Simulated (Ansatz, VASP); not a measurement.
MgO in VASP and in Ansatz

Contents of POSCAR:

```
MgO
1.0
    3.4841042127      0.0000000000      0.0000000000
   -1.7420521064      3.0173227576      0.0000000000
    0.0000000000      0.0000000000      4.1856875957
Mg O
2 2
Direct
    0.6666666667      0.3333333333      0.7500000000
    0.3333333333      0.6666666667      0.2500000000
    0.6231678399      0.2463356798      0.2500000000
    0.2898345065      0.5796690131      0.7500000000
```

The input INCAR.step1:

```
PREC = Accurate ; ENCUT = 520
ISMEAR = 0 ; SIGMA = 0.05
LREAL = F ; LASPH = T
NELM = 80 ; NBANDS = 16
GGA = PE ; ALGO = Normal
EDIFF = 1E-4 ; LWAVE = T
LCHARG = F
```

File INCAR.step2:

```
PREC = Accurate ; ENCUT = 520
EDIFF = 1E-6 ; ISMEAR = 0
SIGMA = 0.05 ; LREAL = F
LASPH = T ; NELM = 80
ALGO = Normal ; ISIF = 2
LWAVE = F ; LCHARG = T
METAGGA = R2SCAN ; LMIXTAU = T
LELF = T ; LVHAR = T
NBANDS = 16 ; ISTART = 1
```

Contents of KPOINTS:

```
Automatic mesh
0
Gamma
  6 6 6
```

Input for Ansatz:

```yaml
crystal:
  lattice:
    - [3.4841042127, 0.0, 0.0]
    - [-1.7420521064, 3.0173227576, 0.0]
    - [0.0, 0.0, 4.1856875957]
  atoms:
    - { symbol: Mg, position: [0.6666666667, 0.3333333333, 0.75] }
    - { symbol: Mg, position: [0.3333333333, 0.6666666667, 0.25] }
    - { symbol: O, position: [0.6231678399, 0.2463356798, 0.25] }
    - { symbol: O, position: [0.2898345065, 0.5796690131, 0.75] }
basis:
  ecutwfc: 500
kpoints:
  mp_grid: { grid: [6, 6, 6] }
hamiltonian:
  xc: r2scan
scf:
  occupations: { method: gaussian, width: 0.05 }
output:
  forces: true
  stress: true
  eigenvalues: true
```

Change from the starting cell: all O atoms moved +0.263 Å, as atom 3 towards its neighbour atom 2 (Mg) at 2.012 Å.

Alike in both runs: task single point; functional r2SCAN; k mesh 6 × 6 × 6; occupations gaussian, width 0.05 eV; no spin polarisation.

|  | VASP | Ansatz |
| --- | --- | --- |
| version | VASP 6.6.1 | Ansatz 0.2.0 |
| potentials or method | VASP PAW PBE potentials, release 64 (Mg, O), cutoff 520 eV | scalar-relativistic, plane waves, PAW |
| valence electrons in the cell | 16 | 32 |

```tsv
	VASP	Ansatz	Ansatz less VASP
gap on the k mesh at the Fermi level (eV)	4.02	4.03	+0.013
least direct gap on the mesh (eV)	4.02	4.03	+0.013
pressure (GPa)	6.0	6.5	+0.50
traceless stress, the component that is largest in VASP (GPa)	8.79	8.36	-0.436
rms of the force components (eV/Å)	1.839	1.799	-0.0397
```

VASP's potentials were made for PBE, not for r2SCAN. Atom by atom the forces differ by 0.041 eV/Å (rms over components). VASP's potentials hold 16 valence electrons a cell and Ansatz's 32, so a difference there can come from the potentials and not from the codes.
